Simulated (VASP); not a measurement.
Wanted: the native input for a VASP 6.6.1 run.

```yaml
Task: electric field gradients
Functional: r2SCAN
Potentials_or_basis: VASP PAW PBE potentials, release 64 (Mg)
Cutoff: 520 eV
k_mesh: 15 × 15 × 8
Occupations: fermi-dirac, width 0.08 eV
Spin: no spin polarisation
Dipole_correction: no
Further_INCAR_settings: ALGO = Normal; EDIFF = 1e-08; NBANDS = 9
```

The system is Mg.

```
CELL_PARAMETERS angstrom
3.17202 0.00000 0.00000
-1.58601 2.74705 0.00000
0.00000 0.00000 5.14120
ATOMIC_POSITIONS crystal
Mg 0.37553 0.69756 0.25000
Mg 0.66667 0.33333 0.75000
```

This cell differs from its parent crystal: atom 1 (Mg) moved by [0.084853, 0.084853, 0.0] A.

The input as run:

POSCAR

```
Mg
1.0
    3.1720232863      0.0000000000      0.0000000000
   -1.5860116431      2.7470527473      0.0000000000
    0.0000000000      0.0000000000      5.1412049000
Mg
2
Direct
    0.3755281378      0.6975554074      0.2500000000
    0.6666666667      0.3333333333      0.7500000000
```

INCAR.step1

```
PREC     = Accurate       # precision mode
ENCUT    = 520            # plane-wave cutoff, eV
ISMEAR   = -1             # smearing method
SIGMA    = 0.08           # smearing width, eV
LREAL    = False          # projectors in reciprocal space
LASPH    = True           # aspherical terms in the spheres
NELM     = 100            # most SCF steps
NBANDS   = 9              # bands
GGA      = PE             # functional
ALGO     = Normal         # electronic algorithm
EDIFF    = 1E-4           # SCF threshold, eV
LWAVE    = True           # write WAVECAR
LCHARG   = False          # write CHGCAR
```

INCAR.step2

```
PREC     = Accurate       # precision mode
ENCUT    = 520            # plane-wave cutoff, eV
EDIFF    = 1E-8           # SCF threshold, eV
ISMEAR   = -1             # smearing method
SIGMA    = 0.08           # smearing width, eV
LREAL    = False          # projectors in reciprocal space
LASPH    = True           # aspherical terms in the spheres
NELM     = 100            # most SCF steps
ALGO     = Normal         # electronic algorithm
ISIF     = 2              # what is computed and relaxed
LWAVE    = False          # write WAVECAR
LCHARG   = False          # write CHGCAR
METAGGA  = R2SCAN         # meta-GGA
LMIXTAU  = True         
LEFG     = True         
NBANDS   = 9              # bands
ISTART   = 1
```

KPOINTS

```
regular mesh
0
Gamma
  15 15 8
```

Potentials or basis: VASP PAW PBE potentials, release 64 (Mg).

The run is started by

```console
$ cat potpaw_PBE.64/Mg/POTCAR > POTCAR
$ cp INCAR.step1 INCAR
$ mpirun -np 1 vasp_std > vasp.out
$ cp INCAR.step2 INCAR
$ mpirun -np 1 vasp_std > vasp.out
```

It gave:

The pressure is 0.1 GPa and the largest force is 0.089 eV/Å. The band gap on the k mesh is zero (bands 2 and 3 overlap by 2.16 eV) and the largest electric field gradient by atom is Mg -1.5 V/Å².

Caveat: the cell differs from its parent crystal (atom 1 (Mg) moved by [0.084853, 0.084853, 0.0] A); without QUAD_EFG the Cq values of the log hold for a quadrupole moment of 1 mb, not for the nuclei; the PAW data sets were made with another functional, which shifts forces and pressure a little.

It took 10 min on 1 thread of Oxide Virtual Turin-like Processor, on a shared host, peak memory 0.31 GiB.
